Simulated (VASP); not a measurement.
Wanted: the native input for a VASP 6.6.1 run.

| Property | Result |
| --- | --- |
| Task | single point |
| Functional | PBE |
| Potentials or basis | VASP PAW PBE potentials, release 64 (Ag, O) |
| Cutoff | 520 eV |
| k mesh | 10 × 10 × 10 |
| Occupations | gaussian, width 0.1 eV |
| Spin | no spin polarisation |
| Dipole correction | no |
| Further INCAR settings | ALGO = Normal; EDIFF = 1e-07; NBANDS = 32 |

The structure of AgO2 lies in POSCAR:

```
AgO2
1.0
   -2.4471188163      2.4471188163      3.0341773604
    2.4471188163     -2.4471188163      3.0341773604
    2.4471188163      2.4471188163     -3.0341773604
Ag O
2 4
Direct
    0.2500000000      0.2500000000      0.0000000000
    0.7500000000      0.7500000000      0.0000000000
    0.5980844905      0.0980844905      0.6961689809
    0.0980844905      0.4019155095      0.5000000000
    0.4019155095      0.9019155095      0.3038310191
    0.9019155095      0.5980844905      0.5000000000
```

The input as run:

INCAR

```
SYSTEM = AgO2
  PREC = Accurate
  ENCUT = 520
  EDIFF = 1E-7
  ISMEAR = 0
  SIGMA = 0.1
  LREAL = .False.
  LASPH = .True.
  NELM = 60
  ALGO = Normal
  ISIF = 2
  LWAVE = .False.
  LCHARG = .False.
  GGA = PE
  NBANDS = 32
```

KPOINTS

```
Automatic mesh
0
Gamma
  10 10 10
  0 0 0
```

Potentials or basis: VASP PAW PBE potentials, release 64 (Ag, O).

Run with:

```bash
$ cat potpaw_PBE.64/Ag/POTCAR potpaw_PBE.64/O/POTCAR > POTCAR
$ mpirun -np 1 vasp_std > vasp.out
```

Results of the run:

| Property | Result |
| --- | --- |
| Pressure | 0.3 GPa |
| Largest force | 0.369 eV/Å |
| Band gap on the k mesh | zero (band 23 reaches 4.65 eV, above the bottom of band 24 at 4.34 eV) |

Wall time 3.8 min on 1 thread of Intel(R) Xeon(R) Platinum 8259CL CPU @ 2.50GHz (Skylake/Cascade Lake), with other jobs on the host, peak memory 0.33 GiB.
